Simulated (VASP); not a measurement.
# AlN (Cm) in VASP: a series of runs

The runs below take AlN through single point, with r2SCAN.

All numbers are computed with VASP 6.6.1; they aren't measurements. Logs are shortened: lines on timing, memory, paths and dates and some standing lists are left out, and cuts for length are marked.

## (1) The cell of the first run

Symmetry: Cm, No. 8, monoclinic system. The conventional cell has a = 5.350 Å, b = 3.089 Å, c = 3.089 Å, α = 90.00°, β = 125.26°, γ = 90.00°. Al (site symmetry m) has 4 N at 1.83 to 1.95 Å within 2.4 Å. N (site symmetry m) has 4 Al at 1.83 to 1.95 Å within 2.4 Å.

## (2) Single point, r2SCAN

The input, POSCAR:

```
AlN
1.0
    0.0000000000      2.1839935596      2.1839935596
    2.1839935596      0.0000000000      2.1839935596
    2.1839935596      2.1839935596      0.0000000000
Al N
1 1
Direct
   -0.0242825847      0.0000000000      0.0000000000
    0.7500000000      0.7500000000      0.7500000000
```

The input, INCAR.step1:

```
ALGO = Normal
EDIFF = 1E-4
ENCUT = 520
GGA = PE
ISMEAR = 0
LASPH = True
LCHARG = False
LREAL = False
LWAVE = True
NBANDS = 11
NELM = 100
PREC = Accurate
SIGMA = 0.05
```

The input, INCAR.step2:

```
ALGO = Normal
EDIFF = 1E-6
ENCUT = 520
ISIF = 2
ISMEAR = 0
ISTART = 1
LASPH = True
LCHARG = False
LMIXTAU = True
LREAL = False
LWAVE = False
METAGGA = R2SCAN
NBANDS = 11
NELM = 100
PREC = Accurate
SIGMA = 0.05
```

The input, KPOINTS:

```
k-points
0
Gamma
  10 10 10
```

Potentials or basis: VASP PAW PBE potentials, release 64 (Al, N).

Run with:

```sh
$ cat potpaw_PBE.64/Al/POTCAR potpaw_PBE.64/N/POTCAR > POTCAR
$ cp INCAR.step1 INCAR
$ mpirun -np 1 vasp_std > vasp.out
$ cp INCAR.step2 INCAR
$ mpirun -np 1 vasp_std > vasp.out
```

OUTCAR:

```text
EDIFF = 1E-6
   ENCUT = 520
   ISIF = 2
   ISMEAR = 0
   ISTART = 1
   LASPH = True
   LREAL = False
   METAGGA = R2SCAN
   NELM = 100
   PREC = Accurate

 ion  position               nearest neighbor table
   1  0.976  0.000  0.000-   2 1.83   2 1.89   2 1.89   2 1.95
   2  0.750  0.750  0.750-   1 1.83   1 1.89   1 1.89   1 1.95

  LATTYP: Found a face centered cubic cell.
 ALAT       =     4.3679871192

  Lattice vectors:

 A1 = (   0.0000000000,   2.1839935596,   2.1839935596)
 A2 = (   2.1839935596,   0.0000000000,   2.1839935596)
 A3 = (   2.1839935596,   2.1839935596,   0.0000000000)

Analysis of symmetry for initial positions (statically):
=====================================================================
 Subroutine PRICEL returns:
 Original cell was already a primitive cell.

 Routine SETGRP: Setting up the symmetry group for a
 face centered cubic supercell.

 Subroutine GETGRP returns: Found  2 space group operations
 (whereof  2 operations were pure point group operations)
 out of a pool of 48 trial point group operations.

The static configuration has the point symmetry C_1h.

Analysis of symmetry for dynamics (positions and initial velocities):
=====================================================================
 Subroutine PRICEL returns:
 Original cell was already a primitive cell.

 Routine SETGRP: Setting up the symmetry group for a
 face centered cubic supercell.

 Subroutine GETGRP returns: Found  2 space group operations
 (whereof  2 operations were pure point group operations)
 out of a pool of 48 trial point group operations.

The dynamic configuration has the point symmetry C_1h.

 Subroutine INISYM returns: Found  2 space group operations
 (whereof  2 operations are pure point group operations),
 and found     1 'primitive' translations

----------------------------------------------------------------------------------------

                                     Primitive cell

  volume of cell :      20.8345

  direct lattice vectors                    reciprocal lattice vectors
     0.000000000  2.183993560  2.183993560    -0.228938404  0.228938404  0.228938404
     2.183993560  0.000000000  2.183993560     0.228938404 -0.228938404  0.228938404
     2.183993560  2.183993560  0.000000000     0.228938404  0.228938404 -0.228938404

  length of vectors
     3.088633312  3.088633312  3.088633312     0.396532948  0.396532948  0.396532948

  position of ions in fractional coordinates (direct lattice)
     0.975717415  0.000000000  0.000000000
[... 81 lines left out ...]
   NSW    =      0    number of steps for IOM
   IBRION =     -1    ionic relax: 0-MD 1-quasi-New 2-CG
   NFREE  =      0    steps in history (QN), initial steepest desc. (CG)
   ISIF   =      2    stress and relaxation
   ISYM   =      2    0-nonsym 1-usesym 2-fastsym
   POTIM  = 0.5000    time-step for ionic-motion
   TEBEG  =    0.0;   TEEND  =   0.0 temperature during run
   PSTRESS=    0.0 pullay stress
   NELECT =       8.0000    total number of electrons
   NUPDOWN=      -1.0000    fix difference up-down
   EMIN   =  10.00;   EMAX   =-10.00  energy-range for DOS
   EFERMI =   0.00;   METHOD = LEGACY
   ISMEAR =     0;   SIGMA  =   0.05  broadening in eV -4-tet -1-fermi 0-gaus
   EFERMI_NEDOS =   21; number of points for ismear=-14 and -15
   IALGO  =     38    algorithm
   IMIX   =      4    mixing-type and parameters
     AMIX     =   0.40;   BMIX     =  1.00
     AMIX_MAG =   1.60;   BMIX_MAG =  1.00
  volume/ion in A,a.u.               =      10.42        70.30
  Fermi-wavevector in a.u.,A,eV,Ry     =   1.189899  2.248583 19.263943  1.415860
  Thomas-Fermi vector in A             =   2.325996
   LORBIT       =      0    0 simple, 1 ext, 2 COOP (PROOUT), +10 PAW based schemes
   METAGGA = R2SCAN    functional components
   LHFCALC =     F    Hartree Fock is set to
   AEXX    =    0.0000 exact exchange contribution
   IVDW    =     0    specifies the selected vdW correction
   LEPSILON=     F    determine dielectric tensor
   LRPA    =     F    only Hartree local field effects (RPA)
 non-spin polarized calculation
 Gauss-broadening in eV      SIGMA  =   0.05
  energy-cutoff  :      520.00
  volume of cell :       20.83
 maximum number of plane-waves:       571
   NGX = 11   NGY = 11   NGZ = 11

 number of electron       8.0000000 magnetization

 Free energy of the ion-electron system (eV)
  ---------------------------------------------------
  ext. energy  EPLUGINS =         0.00000000
  ---------------------------------------------------
  free energy    TOTEN  =       -19.13696985 eV

  energy without entropy =      -19.13696985  energy(sigma->0) =      -19.13696985

 E-fermi :   6.0892     XC(G=0): -11.4174

 val. band max:        5.8936170765   @ k =   0.0000   0.0000   0.0000
 cond. band min:       9.6233079433   @ k =   0.0000   0.5000   0.5000
 fundamental gap:      3.7296908668
 Fermi energy:         6.0891916051

 k-point     1 :       0.0000    0.0000    0.0000
  band No.  band energies     occupation
      1     -10.0506      2.00000
      2       5.4848      2.00000
      3       5.6916      2.00000
      4       5.8936      2.00000
      5      10.5725      0.00000
      6      19.1930      0.00000
      7      19.2096      0.00000
      8      19.2468      0.00000
      9      24.2026      0.00000
     10      24.2134      0.00000
     11      25.6545      0.00000
[... 309 lines left out ...]
 k-point    24 :       0.1000   -0.1000   -0.1000
  band No.  band energies     occupation
      1      -9.5312      2.00000
      2       3.8289      2.00000
      3       5.2101      2.00000
      4       5.2742      2.00000
      5      12.3934      0.00000
      6      17.9573      0.00000
      7      18.9618      0.00000
      8      19.6083      0.00000
      9      20.8794      0.00000
     10      24.3910      0.00000
     11      25.7615      0.00000

 [... further k-points ...]
[... 5 lines left out ...]
  --------------------------------------------------------------------------------------
  -------------------------------------------------------------------------------------
  Total        0.1296975      0.0560492      0.0560492      0.4781893      0.1106099      0.4781907
  in kB        9.9737432      4.3101853      4.3101853     36.7727765      8.5059024     36.7728769
  external PRESSURE =       6.1980379 kB  Pullay stress =       0.0000000 kB

 VOLUME and BASIS-vectors are now :
 -----------------------------------------------------------------------------
  energy-cutoff  :      520.00
  volume of cell :       20.83
      direct lattice vectors                 reciprocal lattice vectors
     0.000000000  2.183993560  2.183993560    -0.228938404  0.228938404  0.228938404
     2.183993560  0.000000000  2.183993560     0.228938404 -0.228938404  0.228938404
     2.183993560  2.183993560  0.000000000     0.228938404  0.228938404 -0.228938404

 POSITION                                       TOTAL-FORCE (eV/Angst)
 -----------------------------------------------------------------------------------
      0.00000      2.13096      2.13096         0.176424      0.811901      0.811901
      3.27599      3.27599      3.27599        -0.176424     -0.811901     -0.811901
 -----------------------------------------------------------------------------------
    total drift:                                0.000201      0.007792      0.007792

  FREE ENERGIE OF THE ION-ELECTRON SYSTEM (eV)
  ---------------------------------------------------
  free  energy   TOTEN  =       -19.1369698467 eV

  energy  without entropy=      -19.1369698467  energy(sigma->0) =      -19.13696985
```

OUTCAR.step1:

```text
EDIFF = 1E-4
   ENCUT = 520
   GGA = PE
   ISMEAR = 0
   LASPH = True
[... 556 lines left out ...]
 -----------------------------------------------------------------------------------
      0.00000      2.13096      2.13096         0.174095      0.784283      0.784283
      3.27599      3.27599      3.27599        -0.174095     -0.784283     -0.784283
 -----------------------------------------------------------------------------------
    total drift:                                0.000241      0.003540      0.003539

  FREE ENERGIE OF THE ION-ELECTRON SYSTEM (eV)
  ---------------------------------------------------
  free  energy   TOTEN  =       -14.7989347547 eV

  energy  without entropy=      -14.7989347547  energy(sigma->0) =      -14.79893475
```

It took 65 s on 1 thread of Intel Xeon 6975P-C (Granite Rapids), shared host; peak memory 0.18 GiB.

Results:

* Free energy: -19.1370 eV
* Pressure: 0.6 GPa
* Largest force: 1.162 eV/Å
* Band gap on the k mesh: 3.73 eV, indirect (least direct gap 4.68 eV)

Forces in eV/Å, atoms in the order of the input:
```
Al   0.176  0.812  0.812
N   -0.176 -0.812 -0.812
```

Stress tensor (GPa, compression positive):
```
1.00 3.68 3.68
3.68 0.43 0.85
3.68 0.85 0.43
```

Caveat: the cell differs from its parent crystal (all Al atoms moved +0.075 Å, as atom 1 towards its neighbour atom 1 (Al) at 3.089 Å); the PAW data sets were made with another functional, which shifts forces and pressure a little.

(Part 1 of 2 ends here.)
